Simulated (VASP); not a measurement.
Here is a VASP 6.6.1 calculation.

The input INCAR:

```
SYSTEM = As
ALGO = Normal ; DIPOL = 0.5 0.5 0.336
EDIFF = 1E-6 ; ENCUT = 520
GGA = PE ; GGA_COMPAT = .FALSE.
IDIPOL = 3 ; ISIF = 2
ISMEAR = -1 ; LASPH = .TRUE.
LCHARG = .TRUE. ; LDIPOL = .TRUE.
LORBIT = 11 ; LORBMOM = .TRUE.
LREAL = .FALSE. ; LSORBIT = .TRUE.
LVACPOTAV = .TRUE. ; LVHAR = .TRUE.
LWAVE = .FALSE. ; MAGMOM = 0 0 0 0 0 0 0 0 0 0 0 0
NBANDS = 34 ; NELM = 150
PREC = Accurate ; SIGMA = 0.02
```

File KPOINTS:

```
k-points
0
G
  4 4 1
  0 0 0
```

File POSCAR:

```
As
1.0
    4.8073445447      0.0000000000      0.0000000000
    0.0000000000      3.6338992125      0.0000000000
    0.0000000000      0.0000000000     28.2703730404
As
4
Direct
    0.0760356201      0.0000000000      0.3777315117
    0.4239643799      0.5000000000      0.3777315117
    0.5760356201      0.5000000000      0.2943501751
    0.9239643799      0.0000000000      0.2943501751
```

Potentials or basis: VASP PAW PBE potentials, release 64 (As).

Launch:

```sh
$ cat potpaw_PBE.64/As/POTCAR > POTCAR
$ mpirun -np 1 vasp_ncl > vasp.out
```

Task: Predict the net moment.

Result: 0.00 μB per cell.

Task: What does it give for the largest force?

Result: 0.419 eV/Å.

Forces in eV/Å, atoms in the order of the input:
```
As  -0.337  0.000  0.248
As   0.337  0.000  0.248
As  -0.337  0.000 -0.248
As   0.337  0.000 -0.248
```

Caveat: the k points lie up to 0.43 Å⁻¹ apart.
